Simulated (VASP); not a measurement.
# AgRh (P-6m2) in VASP: further runs

Runs on AgRh. Level: LDA. Tasks: single point.

Everything below comes from runs of VASP 6.6.1. Logs are shortened: lines on timing, memory, paths and dates and some standing lists are left out, and cuts for length are marked.

### 1 The cell of the first run

Symmetry: P-6m2, No. 187, hexagonal system. The conventional cell has a = 2.759 Å, b = 2.759 Å, c = 4.776 Å, α = 90.00°, β = 90.00°, γ = 120.00°. Within 3.6 Å of Ag (site symmetry -6m2) lie 6 Ag at 2.76 Å and 6 Rh at 2.87 Å. Rh (site symmetry -6m2) has 6 Rh at 2.76 Å and 6 Ag at 2.87 Å within 3.6 Å.

### 2 Single point, LDA (volume scaled by 0.98)

The input, INCAR:

```
  PREC = Accurate
  ENCUT = 520
  EDIFF = 1E-6
  ISMEAR = -1
  SIGMA = 0.05
  LREAL = F
  LASPH = T
  NELM = 100
  ALGO = Fast
  ISIF = 2
  LWAVE = F
  LCHARG = F
  GGA = CA
  NBANDS = 20
```

The input, KPOINTS:

```
Automatic mesh
0
Gamma
  11 11 6
```

The input, POSCAR:

```
AgRh
1.0
    2.7589461066      0.0000000000      0.0000000000
   -1.3794730533      2.3893174160      0.0000000000
    0.0000000000      0.0000000000      4.7763285309
Ag Rh
1 1
Direct
    0.0000000000      0.0000000000      0.5000000000
    0.6666666667      0.3333333333      0.0000000000
```

Potentials or basis: VASP PAW LDA potentials, release 64 (Ag, Rh_pv).

Run with:

```console
> cat potpaw_LDA.64/Ag/POTCAR potpaw_LDA.64/Rh_pv/POTCAR > POTCAR
> mpirun -np 1 vasp_std > vasp.out
```

OUTCAR:

```text
PREC = Accurate
   ENCUT = 520
   EDIFF = 1E-6
   ISMEAR = -1
   LREAL = F
   LASPH = T
   NELM = 100
   ISIF = 2
   GGA = CA

 ion  position               nearest neighbor table
   1  0.000  0.000  0.500-   2 2.87   2 2.87   2 2.87   2 2.87   2 2.87   2 2.87
   2  0.667  0.333  0.000-   1 2.87   1 2.87   1 2.87   1 2.87   1 2.87   1 2.87

  LATTYP: Found a hexagonal cell.
 ALAT       =     2.7589461066
 C/A-ratio  =     1.7312148720

  Lattice vectors:

 A1 = (   2.7589461066,   0.0000000000,   0.0000000000)
 A2 = (  -1.3794730533,   2.3893174160,   0.0000000000)
 A3 = (   0.0000000000,   0.0000000000,   4.7763285309)

Analysis of symmetry for initial positions (statically):
=====================================================================
 Subroutine PRICEL returns:
 Original cell was already a primitive cell.

 Routine SETGRP: Setting up the symmetry group for a
 hexagonal supercell.

 Subroutine GETGRP returns: Found 12 space group operations
 (whereof 12 operations were pure point group operations)
 out of a pool of 24 trial point group operations.

The static configuration has the point symmetry D_3h.

Analysis of symmetry for dynamics (positions and initial velocities):
=====================================================================
 Subroutine PRICEL returns:
 Original cell was already a primitive cell.

 Routine SETGRP: Setting up the symmetry group for a
 hexagonal supercell.

 Subroutine GETGRP returns: Found 12 space group operations
 (whereof 12 operations were pure point group operations)
 out of a pool of 24 trial point group operations.

The dynamic configuration has the point symmetry D_3h.

 Subroutine INISYM returns: Found 12 space group operations
 (whereof 12 operations are pure point group operations),
 and found     1 'primitive' translations

----------------------------------------------------------------------------------------

                                     Primitive cell

  volume of cell :      31.4855

  direct lattice vectors                    reciprocal lattice vectors
     2.758946107  0.000000000  0.000000000     0.362457243  0.209264787  0.000000000
    -1.379473053  2.389317416  0.000000000     0.000000000  0.418529574  0.000000000
     0.000000000  0.000000000  4.776328531     0.000000000  0.000000000  0.209365833

  length of vectors
     2.758946107  2.758946107  4.776328531     0.418529574  0.418529574  0.209365833

  position of ions in fractional coordinates (direct lattice)
     0.000000000  0.000000000  0.500000000
     0.666666667  0.333333333  0.000000000

  ion indices of the primitive-cell ions
   primitive index   ion index
                 1           1
                 2           2

----------------------------------------------------------------------------------------

 KPOINTS: Automatic mesh

Automatic generation of k-mesh.
 Grid dimensions read from file:
 generate k-points for:   11   11    6

 Generating k-lattice:

  Cartesian coordinates                     Fractional coordinates (reciprocal lattice)
     0.032950658  0.019024072  0.000000000     0.090909091 -0.000000000  0.000000000
     0.000000000  0.038048143  0.000000000     0.000000000  0.090909091  0.000000000
     0.000000000  0.000000000  0.034894305     0.000000000  0.000000000  0.166666667

  Length of vectors
     0.038048143  0.038048143  0.034894305

  Shift w.r.t. Gamma in fractional coordinates (k-lattice)
     0.000000000  0.000000000  0.000000000

 Subroutine IBZKPT returns following result:
 ===========================================

 Found     64 irreducible k-points:

 Following reciprocal coordinates:
            Coordinates               Weight
  0.000000  0.000000  0.000000      1.000000
  0.090909  0.000000  0.000000      6.000000
  0.181818  0.000000  0.000000      6.000000
  0.272727  0.000000  0.000000      6.000000
  0.363636 -0.000000  0.000000      6.000000
  0.454545 -0.000000  0.000000      6.000000
[... 16 lines left out ...]
  0.090909  0.090909  0.166667     12.000000
  0.181818  0.090909  0.166667     24.000000
 [... further k-points ...]
   k-points           NKPTS =     64   k-points in BZ     NKDIM =     64   number of bands    NBANDS=     20
   number of dos      NEDOS =    301   number of ions     NIONS =      2
   total plane-waves  NPLWV =  20736
   dimension x,y,z NGX =    24 NGY =   24 NGZ =   36
   dimension x,y,z NGXF=    48 NGYF=   48 NGZF=   72
   ions per type =               1   1
   NGX,Y,Z   is equivalent  to a cutoff of  14.46, 14.46, 12.53 a.u.
   NGXF,Y,Z  is equivalent  to a cutoff of  28.92, 28.92, 25.06 a.u.
 SYSTEM =  unknown system
   PREC   = accura    normal or accurate (medium, high low for compatibility)
   ISTART =      0    job   : 0-new  1-cont  2-samecut
   ICHARG =      2    charge: 1-file 2-atom 10-const
   ISPIN  =      1    spin polarized calculation?
   LNONCOLLINEAR =      F non collinear calculations
   LSORBIT =      F    spin-orbit coupling
   LASPH  =      T    aspherical Exc in radial PAW
   ENCUT  =  520.0 eV  38.22 Ry    6.18 a.u.   5.13  5.13  8.88*2*pi/ulx,y,z
   NELM   =    100;   NELMIN=  2; NELMDL= -5     # of ELM steps
   EDIFF  = 0.1E-05   stopping-criterion for ELM
   LREAL  =      F    real-space projection
   EDIFFG = 0.1E-04   stopping-criterion for IOM
   NSW    =      0    number of steps for IOM
   IBRION =     -1    ionic relax: 0-MD 1-quasi-New 2-CG
   NFREE  =      0    steps in history (QN), initial steepest desc. (CG)
   ISIF   =      2    stress and relaxation
   ISYM   =      2    0-nonsym 1-usesym 2-fastsym
   POTIM  = 0.5000    time-step for ionic-motion
   TEBEG  =    0.0;   TEEND  =   0.0 temperature during run
   PSTRESS=    0.0 pullay stress
   NELECT =      26.0000    total number of electrons
   NUPDOWN=      -1.0000    fix difference up-down
   EMIN   =  10.00;   EMAX   =-10.00  energy-range for DOS
   EFERMI =   0.00;   METHOD = LEGACY
   ISMEAR =    -1;   SIGMA  =   0.05  broadening in eV -4-tet -1-fermi 0-gaus
   EFERMI_NEDOS =   21; number of points for ismear=-14 and -15
   IALGO  =     68    algorithm
   IMIX   =      4    mixing-type and parameters
     AMIX     =   0.40;   BMIX     =  1.00
     AMIX_MAG =   1.60;   BMIX_MAG =  1.00
  volume/ion in A,a.u.               =      15.74       106.24
  Fermi-wavevector in a.u.,A,eV,Ry     =   1.535897  2.902425 32.095881  2.358981
  Thomas-Fermi vector in A             =   2.642622
   LORBIT       =      0    0 simple, 1 ext, 2 COOP (PROOUT), +10 PAW based schemes
   GGA     = CA    functional components
   LHFCALC =     F    Hartree Fock is set to
   AEXX    =    0.0000 exact exchange contribution
   IVDW    =     0    specifies the selected vdW correction
   LEPSILON=     F    determine dielectric tensor
   LRPA    =     F    only Hartree local field effects (RPA)
 non-spin polarized calculation
 RMM-DIIS sequential band-by-band and
  energy-cutoff  :      520.00
  volume of cell :       31.49
 maximum number of plane-waves:       860
 NGX is ok and might be reduce to    24
   NGX = 11   NGY = 11   NGZ = 17

 number of electron      25.9999997 magnetization

 Free energy of the ion-electron system (eV)
  ---------------------------------------------------
  ext. energy  EPLUGINS =         0.00000000
  ---------------------------------------------------
  free energy    TOTEN  =       -11.83591481 eV

  energy without entropy =      -11.81107282  energy(sigma->0) =      -11.82349381

 E-fermi :   8.8803     XC(G=0): -13.2684

 val. band max:        8.8540108780   @ k =   0.1818   0.0909   0.0000
 cond. band min:       8.8974006868   @ k =   0.2727   0.0000   0.0000
 fundamental gap:      0.0433898088
 Fermi energy:         8.8802972625

 k-point     1 :       0.0000    0.0000    0.0000
  band No.  band energies     occupation
      1     -36.5970      2.00000
      2     -36.5841      2.00000
      3     -36.5841      2.00000
      4       1.5175      2.00000
      5       3.0226      2.00000
      6       4.5759      2.00000
[... 12 lines left out ...]
     19      27.7342      0.00000
     20      30.2772      0.00000

 k-point     2 :       0.0909    0.0000    0.0000
  band No.  band energies     occupation
      1     -36.6194      2.00000
      2     -36.5926      2.00000
      3     -36.5923      2.00000
      4       1.7821      2.00000
      5       3.1820      2.00000
      6       4.4691      2.00000
[... 12 lines left out ...]
     19      27.3168      0.00000
     20      28.7356      0.00000

 k-point     3 :       0.1818    0.0000    0.0000
  band No.  band energies     occupation
      1     -36.7134      2.00000
      2     -36.6153      2.00000
      3     -36.5797      2.00000
      4       2.4898      2.00000
      5       3.5205      2.00000
      6       4.3352      2.00000
[... 12 lines left out ...]
     19      27.2060      0.00000
     20      27.2186      0.00000

 k-point     4 :       0.2727    0.0000    0.0000
  band No.  band energies     occupation
      1     -36.8351      2.00000
      2     -36.6449      2.00000
      3     -36.5631      2.00000
      4       3.0860      2.00000
      5       3.7635      2.00000
      6       4.2898      2.00000
[... 12 lines left out ...]
     19      25.2801      0.00000
     20      26.9143      0.00000

 k-point     5 :       0.3636   -0.0000    0.0000
  band No.  band energies     occupation
      1     -36.9455      2.00000
      2     -36.6719      2.00000
      3     -36.5478      2.00000
      4       2.9716      2.00000
      5       3.7983      2.00000
      6       4.0477      2.00000
[... 12 lines left out ...]
     19      23.2914      0.00000
     20      23.9502      0.00000

 k-point     6 :       0.4545   -0.0000    0.0000
  band No.  band energies     occupation
      1     -37.0105      2.00000
      2     -36.6880      2.00000
      3     -36.5387      2.00000
      4       2.8175      2.00000
      5       3.5385      2.00000
      6       4.0931      2.00000
[... 12 lines left out ...]
     19      21.7194      0.00000
     20      21.8517      0.00000

 k-point     7 :       0.0909    0.0909    0.0000
  band No.  band energies     occupation
      1     -36.6819      2.00000
      2     -36.6103      2.00000
      3     -36.5836      2.00000
      4       2.2795      2.00000
      5       3.4523      2.00000
      6       4.2844      2.00000
[... 12 lines left out ...]
     19      27.1363      0.00000
     20      28.3312      0.00000
[... 277 lines left out ...]
 k-point    20 :       0.2727    0.0000    0.1667
  band No.  band energies     occupation
      1     -36.8350      2.00000
      2     -36.6449      2.00000
      3     -36.5632      2.00000
      4       3.1222      2.00000
      5       3.7615      2.00000
      6       4.3442      2.00000
[... 12 lines left out ...]
     19      24.7950      0.00000
     20      26.4685      0.00000

 k-point    21 :       0.3636   -0.0000    0.1667
  band No.  band energies     occupation
      1     -36.9454      2.00000
      2     -36.6719      2.00000
      3     -36.5479      2.00000
      4       2.9791      2.00000
      5       3.6016      2.00000
      6       4.3028      2.00000
[... 12 lines left out ...]
     19      23.1922      0.00000
     20      24.8185      0.00000

 k-point    22 :       0.4545   -0.0000    0.1667
  band No.  band energies     occupation
      1     -37.0104      2.00000
      2     -36.6880      2.00000
      3     -36.5387      2.00000
      4       2.8233      2.00000
      5       3.3936      2.00000
      6       4.3126      2.00000
[... 12 lines left out ...]
     19      22.2560      0.00000
     20      22.6993      0.00000

 k-point    23 :       0.0909    0.0909    0.1667
  band No.  band energies     occupation
      1     -36.6819      2.00000
      2     -36.6103      2.00000
      3     -36.5839      2.00000
      4       2.4535      2.00000
      5       3.5078      2.00000
      6       4.2854      2.00000
[... 12 lines left out ...]
     19      26.5689      0.00000
     20      27.4039      0.00000

 k-point    24 :       0.1818    0.0909    0.1667
  band No.  band energies     occupation
      1     -36.7843      2.00000
      2     -36.6418      2.00000
      3     -36.5692      2.00000
      4       3.1755      2.00000
      5       3.7938      2.00000
      6       4.2199      2.00000
[... 12 lines left out ...]
     19      25.7493      0.00000
     20      26.8972      0.00000

 [... further k-points ...]

------------------------ aborting loop because EDIFF is reached ----------------------------------------

  FORCE on cell =-STRESS in cart. coord.  units (eV):
  Direction    XX          YY          ZZ          XY          YZ          ZX
  --------------------------------------------------------------------------------------
  -------------------------------------------------------------------------------------
  Total       -2.4770520     -2.4770520     -2.4999659      0.0000000      0.0000000      0.0000000
  in kB     -126.0475634   -126.0475634   -127.2135587      0.0000000      0.0000000      0.0000000
  external PRESSURE =    -126.4362285 kB  Pullay stress =       0.0000000 kB

 VOLUME and BASIS-vectors are now :
 -----------------------------------------------------------------------------
  energy-cutoff  :      520.00
  volume of cell :       31.49
      direct lattice vectors                 reciprocal lattice vectors
     2.758946107  0.000000000  0.000000000     0.362457243  0.209264787  0.000000000
    -1.379473053  2.389317416  0.000000000     0.000000000  0.418529574  0.000000000
     0.000000000  0.000000000  4.776328531     0.000000000  0.000000000  0.209365833

 POSITION                                       TOTAL-FORCE (eV/Angst)
 -----------------------------------------------------------------------------------
      0.00000      0.00000      2.38816         0.000000      0.000000      0.000000
      1.37947      0.79644      0.00000        -0.000000      0.000000      0.000000
 -----------------------------------------------------------------------------------
    total drift:                               -0.000000      0.000000      0.000000

  FREE ENERGIE OF THE ION-ELECTRON SYSTEM (eV)
  ---------------------------------------------------
  free  energy   TOTEN  =       -11.8359148135 eV

  energy  without entropy=      -11.8110728159  energy(sigma->0) =      -11.82349381
```

Wall time 52 s (1 thread of Intel Xeon 8259CL, shared host); peak memory 0.16 GiB.

Results:

```yaml
Free_energy: -11.8359 eV
Pressure: -12.6 GPa
Band_gap_on_the_k_mesh: zero (band 13 reaches 9.97 eV, above the bottom of band 14 at 8.61 eV)
```

Caveat: the cell differs from its parent crystal (volume scaled by 0.98).

### 3 Single point, LDA

This run uses another cell than the first one, of 16.06 Å³/atom, 1.020 times its volume.

The input, INCAR:

```
SYSTEM = AgRh
ALGO = Fast
EDIFF = 1E-6
ENCUT = 520
ISIF = 2
ISMEAR = -1
LASPH = .True.
LCHARG = .False.
LREAL = .False.
LWAVE = .False.
NBANDS = 20
NELM = 80
PREC = Accurate
SIGMA = 0.05
```

The input, KPOINTS:

```
k-points
0
Gamma
  11 11 6
  0 0 0
```

The input, POSCAR:

```
AgRh
1.0
    2.7775881998      0.0000000000      0.0000000000
   -1.3887940999      2.4054619423      0.0000000000
    0.0000000000      0.0000000000      4.8086020000
Ag Rh
1 1
Direct
    0.0000000000      0.0000000000      0.5000000000
    0.6666666667      0.3333333333      0.0000000000
```

Potentials or basis: VASP PAW LDA potentials, release 64 (Ag, Rh_pv).

Run with:

```console
> cat potpaw_LDA.64/Ag/POTCAR potpaw_LDA.64/Rh_pv/POTCAR > POTCAR
> mpirun -np 1 vasp_std > vasp.out
```

It took 49 s on 1 thread of Intel Xeon 8259CL, shared host; peak memory 0.17 GiB.

Results (log left out):

```yaml
Free_energy: -11.7802 eV
Pressure: -15.3 GPa
Band_gap_on_the_k_mesh: zero (band 13 reaches 9.63 eV, above the bottom of band 14 at 8.31 eV)
```

Stress tensor (GPa, compression positive):
```
-15.45   0.00   0.00
  0.00 -15.45   0.00
  0.00   0.00 -15.04
```

Levels at points of the mesh, in eV from the Fermi level:
```
           k point  band 11  band 12  band 13  band 14  band 15  band 16
(0.00, 0.00, 0.00)    -1.79    -1.79     0.14     0.14     0.16     5.29
(0.00, 0.00, 0.50)    -2.48    -1.59    -1.59     0.10     0.10    11.53
```

### 4 Single point, LDA (volume scaled by 1.02)

The input, INCAR:

```
  PREC = Accurate
  ENCUT = 520
  EDIFF = 1E-6
  ISMEAR = -1
  SIGMA = 0.05
  LREAL = False
  LASPH = True
  NELM = 80
  ALGO = Fast
  ISIF = 2
  LWAVE = False
  LCHARG = True
  GGA = CA
  LELF = True
  LVHAR = True
  NBANDS = 20
```

The input, KPOINTS:

```
regular mesh
0
Gamma
  11 11 6
```

The input, POSCAR:

```
AgRh
1.0
    2.7959833597      0.0000000000      0.0000000000
   -1.3979916799      2.4213926181      0.0000000000
    0.0000000000      0.0000000000      4.8404479744
Ag Rh
1 1
Direct
    0.0000000000      0.0000000000      0.5000000000
    0.6666666667      0.3333333333      0.0000000000
```

Run with:

```console
> cat potpaw_LDA.64/Ag/POTCAR potpaw_LDA.64/Rh_pv/POTCAR > POTCAR
> mpirun -np 1 vasp_std > vasp.out
```

It took 51 s on 1 thread of Intel Xeon 8259CL, shared host; peak memory 0.17 GiB.

The run converged. Its results:

```
Free energy            : -11.7146 eV
Pressure               : -17.6 GPa
Band gap on the k mesh : zero (band 13 reaches 9.30 eV, above the bottom of band 14 at 8.03 eV)
```

Stress tensor (GPa, compression positive):
```
-17.88   0.00   0.00
  0.00 -17.88   0.00
  0.00   0.00 -16.99
```

Levels at points of the mesh, in eV from the Fermi level:
```tsv
k point	band 9	band 10	band 11	band 12	band 13	band 14	band 15	band 16	band 17	band 18
(0.00, 0.00, 0.00)	-3.01	-3.01	-1.74	-1.74	0.14	0.14	0.20	5.16	16.62	17.12
(0.00, 0.00, 0.50)	-3.08	-3.08	-2.39	-1.55	-1.55	0.10	0.10	11.38	12.30	16.79
```

Caveat: the cell differs from its parent crystal (volume scaled by 1.02).

### 5 Single point, LDA (volume scaled by 1.04)

The input, INCAR:

```
ALGO     = Fast           # electronic algorithm
EDIFF    = 1E-6           # SCF threshold, eV
ENCUT    = 520            # plane-wave cutoff, eV
ISIF     = 2              # what is computed and relaxed
ISMEAR   = -1             # smearing method
LASPH    = True           # aspherical terms in the spheres
LCHARG   = False          # write CHGCAR
LREAL    = False          # projectors in reciprocal space
LWAVE    = False          # write WAVECAR
NBANDS   = 20             # bands
NELM     = 60             # most SCF steps
PREC     = Accurate       # precision mode
SIGMA    = 0.05           # smearing width, eV
```

The input, KPOINTS:

```
k-points
0
Gamma
  11 11 6
```

The input, POSCAR:

```
AgRh
1.0
    2.8141396046      0.0000000000      0.0000000000
   -1.4070698023      2.4371163874      0.0000000000
    0.0000000000      0.0000000000      4.8718803355
Ag Rh
1 1
Direct
    0.0000000000      0.0000000000      0.5000000000
    0.6666666667      0.3333333333      0.0000000000
```

Run with:

```console
> cat potpaw_LDA.64/Ag/POTCAR potpaw_LDA.64/Rh_pv/POTCAR > POTCAR
> mpirun -np 1 vasp_std > vasp.out
```

Run time: 52 s. Hardware: 1 thread of Intel Xeon 8259CL, shared host; peak memory 0.17 GiB.

Results (log left out):

```yaml
Free_energy: -11.6405 eV
Pressure: -19.5 GPa
Band_gap_on_the_k_mesh: zero (band 13 reaches 8.98 eV, above the bottom of band 14 at 7.75 eV)
```

Stress tensor (GPa, compression positive):
```
-19.98   0.00   0.00
  0.00 -19.98   0.00
  0.00   0.00 -18.67
```

Levels at points of the mesh, in eV from the Fermi level:
```csv
k point,band 10,band 11,band 12,band 13,band 14,band 15,band 16,band 17
"(0.00, 0.00, 0.00)",-2.97,-1.68,-1.68,0.13,0.13,0.25,5.03,16.58
"(0.00, 0.00, 0.50)",-3.04,-2.31,-1.51,-1.51,0.10,0.10,11.24,12.13
```

Caveat: the cell differs from its parent crystal (volume scaled by 1.04).

### 6 The runs side by side

```tsv
cell	gap on the mesh (eV)	pressure (GPa)
a = 2.759, b = 2.759, c = 4.776 Å, angles 90.0, 90.0, 120.0°, 2 atoms	none	-12.6
a = 2.778, b = 2.778, c = 4.809 Å, angles 90.0, 90.0, 120.0°, 2 atoms	none	-15.3
a = 2.796, b = 2.796, c = 4.840 Å, angles 90.0, 90.0, 120.0°, 2 atoms	none	-17.6
a = 2.814, b = 2.814, c = 4.872 Å, angles 90.0, 90.0, 120.0°, 2 atoms	none	-19.5
```

Alike in all rows: task single point; level LDA; potentials or basis VASP PAW LDA potentials, release 64 (Ag, Rh_pv); no spin polarisation; k mesh 11 × 11 × 6; cutoff (eV) 520; smearing fermi-dirac 0.05 eV.

Absolute energies hang on the potentials; compare differences alone.
